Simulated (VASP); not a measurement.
TiSi2: single point with PBE

Crystal: TiSi2.

```xyz
6
Lattice="1.6795 -6.9571 0.0000 1.6795 6.9571 0.0000 0.0000 0.0000 3.3891" Properties=species:S:1:pos:R:3 pbc="T T T"
Ti    1.6795   -5.5212    2.5418
Ti    1.6795    5.5212    0.8473
Si    1.6795   -0.8228    2.5418
Si    1.6795    0.8228    0.8473
Si    1.6795    3.4809    2.5418
Si    1.6795   -3.4809    0.8473
```

```json
{
 "Program": "VASP 6.6.1",
 "Task": "single point",
 "Functional": "PBE",
 "Potentials or basis": "VASP PAW PBE potentials, release 64 (Ti_sv, Si)",
 "Cutoff": "520 eV",
 "k mesh": "12 × 12 × 12",
 "Occupations": "gaussian, width 0.15 eV",
 "Spin": "no spin polarisation",
 "Dipole correction": "no",
 "Further INCAR settings": "ALGO = Normal; EDIFF = 1e-06; NBANDS = 29"
}
```

```json
{"Pressure": "16.8 GPa", "Largest force": "0.503 eV/Å", "Band gap on the k mesh": "zero (band 20 reaches 12.12 eV, above the bottom of band 21 at 11.12 eV)"}
```

Forces on the atoms (eV/Å):
```
Ti   0.000  0.503  0.000
Ti   0.000 -0.503  0.000
Si   0.000  0.262  0.000
Si   0.000 -0.262  0.000
Si   0.000  0.005  0.000
Si   0.000 -0.005  0.000
```

Stress tensor (GPa, compression positive):
```
23.76  0.00  0.00
 0.00  0.89  0.00
 0.00  0.00 25.86
```

Levels at points of the mesh, in eV from the Fermi level:
```tsv
k point	band 16	band 17	band 18	band 19	band 20	band 21	band 22	band 23	band 24	band 25
(0.00, 0.00, 0.00)	-2.69	-2.34	-2.09	-1.76	0.66	0.93	0.96	0.97	1.37	1.80
(0.50, 0.00, 0.00)	-2.98	-1.97	-1.60	-0.92	-0.45	-0.34	1.65	1.81	1.92	2.21
(0.50, 0.50, 0.00)	-2.55	-2.20	-1.71	-1.52	0.61	0.82	1.03	1.19	1.62	2.10
(0.00, 0.00, 0.50)	-2.12	-2.12	-2.12	0.03	0.03	0.45	0.45	1.70	1.70	2.05
(0.50, 0.00, 0.50)	-4.12	-3.62	-3.62	-2.60	-2.60	1.63	1.63	2.32	2.32	2.55
(0.50, 0.50, 0.50)	-3.79	-1.93	-1.93	-0.63	-0.63	0.46	0.46	1.99	1.99	2.58
```

It took 12 min on 1 thread of Intel(R) Xeon(R) 6975P-C (Granite Rapids), on a shared host, peak memory 0.67 GiB.
